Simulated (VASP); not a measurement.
# IrAuO2 (R-3m) in VASP: further runs

Runs on IrAuO2. Level: PBEsol. Tasks: single point, relaxation of shape and atoms at fixed volume.

All numbers are computed with VASP 6.6.1; they aren't measurements. Logs are shortened: lines on timing, memory, paths and dates and some standing lists are left out, and cuts for length are marked.

## 1. The cell of the first run

The structure is trigonal, space group R-3m (No. 166). Conventional cell: a = 3.198 Å, b = 3.198 Å, c = 18.222 Å, α = 90.00°, β = 90.00°, γ = 120.00°. Au (site symmetry -3m) has 2 O at 2.10 Å within 2.8 Å. Within 2.7 Å of Ir (site symmetry -3m) lie 6 O at 2.07 Å. O (site symmetry 3m) has 3 Ir at 2.07 Å and 1 Au at 2.10 Å and 3 O at 2.63 Å within 2.7 Å.

## 2. Single point, PBEsol (volume scaled by 1.040)

The input, INCAR:

```
PREC = Accurate
ENCUT = 520
EDIFF = 1E-6
ISMEAR = 0
SIGMA = 0.05
LREAL = F
LASPH = T
NELM = 100
ALGO = Normal
ISIF = 2
LWAVE = F
LCHARG = T
GGA = PS
LELF = T
LVHAR = T
NBANDS = 24
```

The input, KPOINTS:

```
Automatic mesh
0
Gamma
  12 12 12
```

The input, POSCAR:

```
IrAuO2
1.0
    1.5988702721      0.9231081820      6.0740301975
   -1.5988702721      0.9231081820      6.0740301975
    0.0000000000     -1.8462163641      6.0740301974
Au Ir O
1 1 2
Direct
    0.0000000000      0.0000000000      0.0000000000
    0.5000000000      0.5000000000      0.5000000000
    0.1154063026      0.1154063026      0.1154063026
    0.8845936974      0.8845936974      0.8845936974
```

Potentials or basis: VASP PAW PBE potentials, release 64 (Au, Ir, O).

The run is started by

```
cat potpaw_PBE.64/Au/POTCAR potpaw_PBE.64/Ir/POTCAR potpaw_PBE.64/O/POTCAR > POTCAR
mpirun -np 1 vasp_std > vasp.out
```

OUTCAR:

```text
PREC = Accurate
   ENCUT = 520
   EDIFF = 1E-6
   ISMEAR = 0
   LREAL = F
   LASPH = T
   NELM = 100
   ISIF = 2
   GGA = PS

 ion  position               nearest neighbor table
   1  0.000  0.000  0.000-   3 2.10   4 2.10
   2  0.500  0.500  0.500-   3 2.07   3 2.07   4 2.07   4 2.07   3 2.07   4 2.07
   3  0.115  0.115  0.115-   2 2.07   2 2.07   2 2.07   1 2.10
   4  0.885  0.885  0.885-   2 2.07   2 2.07   2 2.07   1 2.10

  LATTYP: Found a trigonal (rhomboedric) cell.
 ALAT       =     6.3484137942
 COS(alpha) =     0.8731396229

  Lattice vectors:

 A1 = (   1.5988702721,   0.9231081820,   6.0740301975)
 A2 = (  -1.5988702721,   0.9231081820,   6.0740301975)
 A3 = (   0.0000000000,  -1.8462163641,   6.0740301974)

Analysis of symmetry for initial positions (statically):
=====================================================================
 Subroutine PRICEL returns:
 Original cell was already a primitive cell.

 Routine SETGRP: Setting up the symmetry group for a
 trigonal (rhombohedral) supercell.

 Subroutine GETGRP returns: Found 12 space group operations
 (whereof 12 operations were pure point group operations)
 out of a pool of 12 trial point group operations.

The static configuration has the point symmetry D_3d.

Analysis of symmetry for dynamics (positions and initial velocities):
=====================================================================
 Subroutine PRICEL returns:
 Original cell was already a primitive cell.

 Routine SETGRP: Setting up the symmetry group for a
 trigonal (rhombohedral) supercell.

 Subroutine GETGRP returns: Found 12 space group operations
 (whereof 12 operations were pure point group operations)
 out of a pool of 12 trial point group operations.

The dynamic configuration has the point symmetry D_3d.

 Subroutine INISYM returns: Found 12 space group operations
 (whereof 12 operations are pure point group operations),
 and found     1 'primitive' translations

----------------------------------------------------------------------------------------

                                     Primitive cell

  volume of cell :      53.7891

  direct lattice vectors                    reciprocal lattice vectors
     1.598870272  0.923108182  6.074030197     0.312720806  0.180549441  0.054878445
    -1.598870272  0.923108182  6.074030197    -0.312720806  0.180549441  0.054878445
     0.000000000 -1.846216364  6.074030197     0.000000000 -0.361098883  0.054878445

  length of vectors
     6.348413794  6.348413794  6.348413794     0.365245187  0.365245187  0.365245187

  position of ions in fractional coordinates (direct lattice)
     0.000000000  0.000000000  0.000000000
     0.500000000  0.500000000  0.500000000
     0.115406303  0.115406303  0.115406303
     0.884593697  0.884593697  0.884593697

  ion indices of the primitive-cell ions
   primitive index   ion index
                 1           1
                 2           2
                 3           3
                 4           4

----------------------------------------------------------------------------------------

 KPOINTS: Automatic mesh

Automatic generation of k-mesh.
 Grid dimensions read from file:
 generate k-points for:   12   12   12

 Generating k-lattice:

  Cartesian coordinates                     Fractional coordinates (reciprocal lattice)
     0.026060067  0.015045787  0.004573204     0.083333333  0.000000000 -0.000000000
    -0.026060067  0.015045787  0.004573204     0.000000000  0.083333333 -0.000000000
     0.000000000 -0.030091574  0.004573204     0.000000000  0.000000000  0.083333333

  Length of vectors
     0.030437099  0.030437099  0.030437099

  Shift w.r.t. Gamma in fractional coordinates (k-lattice)
     0.000000000  0.000000000  0.000000000

 Subroutine IBZKPT returns following result:
 ===========================================

 Found    189 irreducible k-points:

 Following reciprocal coordinates:
            Coordinates               Weight
  0.000000  0.000000  0.000000      1.000000
  0.083333 -0.000000 -0.000000      6.000000
  0.166667 -0.000000 -0.000000      6.000000
  0.250000  0.000000 -0.000000      6.000000
  0.333333 -0.000000 -0.000000      6.000000
  0.416667 -0.000000 -0.000000      6.000000
[... 16 lines left out ...]
  0.500000  0.166667 -0.000000     12.000000
 -0.416667  0.166667  0.000000     12.000000
 [... further k-points ...]
   k-points           NKPTS =    189   k-points in BZ     NKDIM =    189   number of bands    NBANDS=     24
   number of dos      NEDOS =    301   number of ions     NIONS =      4
   total plane-waves  NPLWV = 110592
   dimension x,y,z NGX =    48 NGY =   48 NGZ =   48
   dimension x,y,z NGXF=    96 NGYF=   96 NGZF=   96
   ions per type =               1   1   2
   NGX,Y,Z   is equivalent  to a cutoff of  12.57, 12.57, 12.57 a.u.
   NGXF,Y,Z  is equivalent  to a cutoff of  25.14, 25.14, 25.14 a.u.
 SYSTEM =  unknown system
   PREC   = accura    normal or accurate (medium, high low for compatibility)
   ISTART =      0    job   : 0-new  1-cont  2-samecut
   ICHARG =      2    charge: 1-file 2-atom 10-const
   ISPIN  =      1    spin polarized calculation?
   LNONCOLLINEAR =      F non collinear calculations
   LSORBIT =      F    spin-orbit coupling
   LASPH  =      T    aspherical Exc in radial PAW
   ENCUT  =  520.0 eV  38.22 Ry    6.18 a.u.  11.80 11.80 11.80*2*pi/ulx,y,z
   NELM   =    100;   NELMIN=  2; NELMDL= -5     # of ELM steps
   EDIFF  = 0.1E-05   stopping-criterion for ELM
   LREAL  =      F    real-space projection
   EDIFFG = 0.1E-04   stopping-criterion for IOM
   NSW    =      0    number of steps for IOM
   IBRION =     -1    ionic relax: 0-MD 1-quasi-New 2-CG
   NFREE  =      0    steps in history (QN), initial steepest desc. (CG)
   ISIF   =      2    stress and relaxation
   ISYM   =      2    0-nonsym 1-usesym 2-fastsym
   POTIM  = 0.5000    time-step for ionic-motion
   TEBEG  =    0.0;   TEEND  =   0.0 temperature during run
   PSTRESS=    0.0 pullay stress
   NELECT =      32.0000    total number of electrons
   NUPDOWN=      -1.0000    fix difference up-down
   EMIN   =  10.00;   EMAX   =-10.00  energy-range for DOS
   EFERMI =   0.00;   METHOD = LEGACY
   ISMEAR =     0;   SIGMA  =   0.05  broadening in eV -4-tet -1-fermi 0-gaus
   EFERMI_NEDOS =   21; number of points for ismear=-14 and -15
   IALGO  =     38    algorithm
   IMIX   =      4    mixing-type and parameters
     AMIX     =   0.40;   BMIX     =  1.00
     AMIX_MAG =   1.60;   BMIX_MAG =  1.00
  volume/ion in A,a.u.               =      13.45        90.75
  Fermi-wavevector in a.u.,A,eV,Ry     =   1.376872  2.601910 25.793595  1.895776
  Thomas-Fermi vector in A             =   2.502077
   LORBIT       =      0    0 simple, 1 ext, 2 COOP (PROOUT), +10 PAW based schemes
   GGA     = PS    functional components
   LHFCALC =     F    Hartree Fock is set to
   AEXX    =    0.0000 exact exchange contribution
   IVDW    =     0    specifies the selected vdW correction
   LEPSILON=     F    determine dielectric tensor
   LRPA    =     F    only Hartree local field effects (RPA)
 non-spin polarized calculation
 Gauss-broadening in eV      SIGMA  =   0.05
  energy-cutoff  :      520.00
  volume of cell :       53.79
 maximum number of plane-waves:      1465
   NGX = 23   NGY = 23   NGZ = 23

 number of electron      32.0000003 magnetization

 Free energy of the ion-electron system (eV)
  ---------------------------------------------------
  ext. energy  EPLUGINS =         0.00000000
  ---------------------------------------------------
  free energy    TOTEN  =       -25.29109235 eV

  energy without entropy =      -25.29109235  energy(sigma->0) =      -25.29109235

 E-fermi :   6.2376     XC(G=0): -11.9005

 val. band max:        6.0098457232   @ k =  -0.3333   0.4167   0.0833
 cond. band min:       6.5816537931   @ k =   0.4167   0.4167   0.0833
 fundamental gap:      0.5718080698
 Fermi energy:         6.2376021186

 k-point     1 :       0.0000    0.0000    0.0000
  band No.  band energies     occupation
      1     -15.0392      2.00000
      2     -13.1994      2.00000
      3      -3.0557      2.00000
      4      -1.9494      2.00000
      5      -1.9494      2.00000
      6       0.5152      2.00000
[... 16 lines left out ...]
     23      20.5395      0.00000
     24      20.6871      0.00000

 k-point     2 :       0.0833   -0.0000   -0.0000
  band No.  band energies     occupation
      1     -14.9695      2.00000
      2     -13.2396      2.00000
      3      -2.9739      2.00000
      4      -1.9499      2.00000
      5      -1.8741      2.00000
      6       0.5882      2.00000
[... 16 lines left out ...]
     23      19.9224      0.00000
     24      20.2568      0.00000

 k-point     3 :       0.1667   -0.0000   -0.0000
  band No.  band energies     occupation
      1     -14.7750      2.00000
      2     -13.3481      2.00000
      3      -2.7484      2.00000
      4      -1.9279      2.00000
      5      -1.6650      2.00000
      6       0.4356      2.00000
[... 16 lines left out ...]
     23      18.4272      0.00000
     24      18.5895      0.00000

 k-point     4 :       0.2500    0.0000   -0.0000
  band No.  band energies     occupation
      1     -14.4997      2.00000
      2     -13.4910      2.00000
      3      -2.4476      2.00000
      4      -1.8642      2.00000
      5      -1.3729      2.00000
      6      -0.2124      2.00000
[... 16 lines left out ...]
     23      17.3641      0.00000
     24      18.6931      0.00000

 k-point     5 :       0.3333   -0.0000   -0.0000
  band No.  band energies     occupation
      1     -14.2145      2.00000
      2     -13.6250      2.00000
      3      -2.2671      2.00000
      4      -1.7745      2.00000
      5      -1.0809      2.00000
      6      -0.5733      2.00000
[... 451 lines left out ...]
 k-point    22 :       0.4167    0.1667    0.0000
  band No.  band energies     occupation
      1     -14.0830      2.00000
      2     -13.6987      2.00000
      3      -2.0643      2.00000
      4      -1.7007      2.00000
      5      -1.1520      2.00000
      6      -0.4584      2.00000
[... 16 lines left out ...]
     23      15.5348      0.00000
     24      16.9976      0.00000

 k-point    23 :       0.5000    0.1667   -0.0000
  band No.  band energies     occupation
      1     -13.8832      2.00000
      2     -13.7855      2.00000
      3      -2.0179      2.00000
      4      -1.7347      2.00000
      5      -0.9783      2.00000
      6      -0.3546      2.00000
[... 16 lines left out ...]
     23      15.9376      0.00000
     24      17.1117      0.00000

 k-point    24 :      -0.4167    0.1667    0.0000
  band No.  band energies     occupation
      1     -13.8760      2.00000
      2     -13.7476      2.00000
      3      -2.1745      2.00000
      4      -1.5452      2.00000
      5      -0.9461      2.00000
      6      -0.3490      2.00000
[... 16 lines left out ...]
     23      15.9999      0.00000
     24      16.8594      0.00000

 [... further k-points ...]

------------------------ aborting loop because EDIFF is reached ----------------------------------------

  FORCE on cell =-STRESS in cart. coord.  units (eV):
  Direction    XX          YY          ZZ          XY          YZ          ZX
  --------------------------------------------------------------------------------------
  -------------------------------------------------------------------------------------
  Total       -1.9402876     -1.9402876     -2.1423523      0.0000000     -0.0000000      0.0000000
  in kB      -57.7939888    -57.7939888    -63.8127486      0.0000000     -0.0000000      0.0000000
  external PRESSURE =     -59.8002420 kB  Pullay stress =       0.0000000 kB

 VOLUME and BASIS-vectors are now :
 -----------------------------------------------------------------------------
  energy-cutoff  :      520.00
  volume of cell :       53.79
      direct lattice vectors                 reciprocal lattice vectors
     1.598870272  0.923108182  6.074030197     0.312720806  0.180549441  0.054878445
    -1.598870272  0.923108182  6.074030197    -0.312720806  0.180549441  0.054878445
     0.000000000 -1.846216364  6.074030197     0.000000000 -0.361098883  0.054878445

 POSITION                                       TOTAL-FORCE (eV/Angst)
 -----------------------------------------------------------------------------------
      0.00000      0.00000      0.00000         0.000000      0.000000     -0.000000
      0.00000     -0.00000      9.11105         0.000000      0.000000      0.000000
      0.00000     -0.00000      2.10294         0.000000      0.000000     -0.125189
      0.00000     -0.00000     16.11915         0.000000     -0.000000      0.125189
 -----------------------------------------------------------------------------------
    total drift:                                0.000000     -0.000000      0.000000

  FREE ENERGIE OF THE ION-ELECTRON SYSTEM (eV)
  ---------------------------------------------------
  free  energy   TOTEN  =       -25.2910923550 eV

  energy  without entropy=      -25.2910923550  energy(sigma->0) =      -25.29109235
```

It took 10 min on 1 thread of Intel Xeon Platinum 8488C (Sapphire Rapids), shared host; peak memory 0.5 GiB.

Results:

```
Free energy            : -25.2911 eV
Pressure               : -6.0 GPa
Largest force          : 0.125 eV/Å
Band gap on the k mesh : 0.57 eV, indirect (least direct gap 1.10 eV)
```

Forces in eV/Å, atoms in the order of the input:
```
Au   0.000  0.000  0.000
Ir   0.000  0.000  0.000
O    0.000  0.000 -0.125
O    0.000  0.000  0.125
```

Stress tensor (GPa, compression positive):
```
-5.78  0.00  0.00
 0.00 -5.78  0.00
 0.00  0.00 -6.38
```

Caveat: the cell differs from its parent crystal (volume scaled by 1.040); the PAW data sets were made with another functional, which shifts forces and pressure a little; spin-orbit coupling is left out, which moves the levels of the heavy elements. A k mesh can miss the band edges.

## 3. Relaxation of shape and atoms at fixed volume, PBEsol (volume scaled by 1.040)

The input, INCAR:

```
PREC = Accurate ; ENCUT = 600
EDIFF = 1E-6 ; ISMEAR = 0
SIGMA = 0.05 ; LREAL = False
LASPH = True ; NELM = 100
ALGO = Normal ; ISIF = 4
LWAVE = False ; LCHARG = False
GGA = PS ; IBRION = 2
NSW = 60 ; EDIFFG = -0.01
```

KPOINTS is that of step 2.

The input, POSCAR:

```
IrAuO2
1.0
    1.5969968100      0.9220265381      6.0882896379
   -1.5969968100      0.9220265381      6.0882896379
    0.0000000000     -1.8440530763      6.0882896379
Au Ir O
1 1 2
Direct
    0.0000000000      0.0000000000      0.0000000000
    0.5000000000      0.5000000000      0.5000000000
    0.1149970421      0.1149970421      0.1149970421
    0.8850029579      0.8850029579      0.8850029579
```

Potentials or basis: VASP PAW PBE potentials, release 64 (Au, Ir, O).

The run is started by

```
cat potpaw_PBE.64/Au/POTCAR potpaw_PBE.64/Ir/POTCAR potpaw_PBE.64/O/POTCAR > POTCAR
mpirun -np 1 vasp_std > vasp.out
```

OUTCAR:

```text
PREC = Accurate
   ENCUT = 600
   EDIFF = 1E-6
   ISMEAR = 0
   LREAL = False
   LASPH = True
   NELM = 100
   ISIF = 4
   GGA = PS
   IBRION = 2
   NSW = 60
   EDIFFG = -0.01

 ion  position               nearest neighbor table
   1  0.000  0.000  0.000-   3 2.10   4 2.10
   2  0.500  0.500  0.500-   3 2.07   4 2.07   3 2.07   3 2.07   4 2.07   4 2.07
   3  0.115  0.115  0.115-   2 2.07   2 2.07   2 2.07   1 2.10
   4  0.885  0.885  0.885-   2 2.07   2 2.07   2 2.07   1 2.10

  LATTYP: Found a trigonal (rhomboedric) cell.
 ALAT       =     6.3614308503
 COS(alpha) =     0.8739541732

  Lattice vectors:

[... 372 lines left out ...]
--------------------------------------- Ionic step        6  -------------------------------------------

 number of electron      32.0000000 magnetization

 Free energy of the ion-electron system (eV)
  ---------------------------------------------------
  ext. energy  EPLUGINS =         0.00000000
  ---------------------------------------------------
  free energy    TOTEN  =       -25.29529024 eV

  energy without entropy =      -25.29529024  energy(sigma->0) =      -25.29529024

 E-fermi :   6.3011     XC(G=0): -11.9014

 val. band max:        6.0075739631   @ k =  -0.3333   0.4167   0.0833
 cond. band min:       6.5892934731   @ k =   0.4167   0.4167   0.0833
 fundamental gap:      0.5817195100
 Fermi energy:         6.3011150406

 k-point     1 :       0.0000    0.0000    0.0000
  band No.  band energies     occupation
      1     -15.0237      2.00000
      2     -13.2099      2.00000
      3      -3.0815      2.00000
      4      -1.9145      2.00000
      5      -1.9145      2.00000
      6       0.5129      2.00000
[... 541 lines left out ...]
     19       9.4003      0.00000
     20      10.5284      0.00000

 [... further k-points ...]
[... 5 lines left out ...]
  --------------------------------------------------------------------------------------
  -------------------------------------------------------------------------------------
  Total       -2.1059651     -2.1059651     -2.0984237      0.0000000      0.0000000      0.0000000
  in kB      -62.7289090    -62.7289090    -62.5042768      0.0000000      0.0000000      0.0000000
  external PRESSURE =     -62.6540316 kB  Pullay stress =       0.0000000 kB
[... 19 lines left out ...]
  FREE ENERGIE OF THE ION-ELECTRON SYSTEM (eV)
  ---------------------------------------------------
  free  energy   TOTEN  =       -25.2952902439 eV

  energy  without entropy=      -25.2952902439  energy(sigma->0) =      -25.29529024

 reached required accuracy - stopping structural energy minimisation
```

OSZICAR:

```text
N       E                     dE             d eps       ncg     rms          rms(c)
DAV:   1     0.307147077806E+03    0.30715E+03   -0.17694E+04  7576   0.174E+03
DAV:   2     0.121511173315E+01   -0.30593E+03   -0.28905E+03  7764   0.415E+02
DAV:   3    -0.270188596081E+02   -0.28234E+02   -0.26538E+02  9860   0.126E+02
[... 40 lines left out ...]
DAV:   1    -0.252953343311E+02   -0.54921E-04   -0.88675E-03  7560   0.786E-01    0.429E-02
DAV:   2    -0.252953024848E+02    0.31846E-04   -0.16674E-04  9496   0.152E-01    0.236E-02
DAV:   3    -0.252952933920E+02    0.90928E-05   -0.16206E-05  9532   0.515E-02    0.132E-02
DAV:   4    -0.252952902756E+02    0.31164E-05   -0.47759E-06  8036   0.216E-02    0.517E-03
DAV:   5    -0.252952902439E+02    0.31734E-07   -0.51665E-07  3904   0.617E-03
   6 F= -.25295290E+02 E0= -.25295290E+02  d E =-.724159E-04
```

Run time: 24 min. Hardware: 1 thread of Intel Xeon 6975P-C (Granite Rapids), shared host; peak memory 0.64 GiB.

Results:

- Free energy: -25.2953 eV
- Energy gained by relaxing: 0.1 meV/atom
- Ionic steps: 6
- Pressure after relaxing: -6.3 GPa
- Band gap on the k mesh: 0.58 eV, indirect (least direct gap 1.11 eV)

Step by step:
```tsv
step	energy change (eV)	largest force (eV/Å)	pressure (GPa)	volume (Å³)
1	0.0000	0.0159	-6.30	53.79
2	-0.0003	0.0140	-6.33	53.79
3	-0.0003	0.0357	-6.34	53.79
4	-0.0003	0.0288	-6.34	53.79
5	-0.0003	0.0122	-6.30	53.79
6	-0.0004	0.0015	-6.27	53.79
```

Final structure:
```xyz
4
Lattice="1.5998 0.9237 6.0667 -1.5998 0.9237 6.0667 0.0000 -1.8473 6.0667" Properties=species:S:1:pos:R:3 pbc="T T T"
Au    0.0000    0.0000    0.0000
Ir    0.0000    0.0000    9.1001
O     0.0000    0.0000    2.0940
O     0.0000    0.0000   16.1062
```

Caveat: the cell differs from its parent crystal (volume scaled by 1.040); the PAW data sets were made with another functional, which shifts forces and pressure a little; spin-orbit coupling is left out, which moves the levels of the heavy elements. A k mesh can miss the band edges.
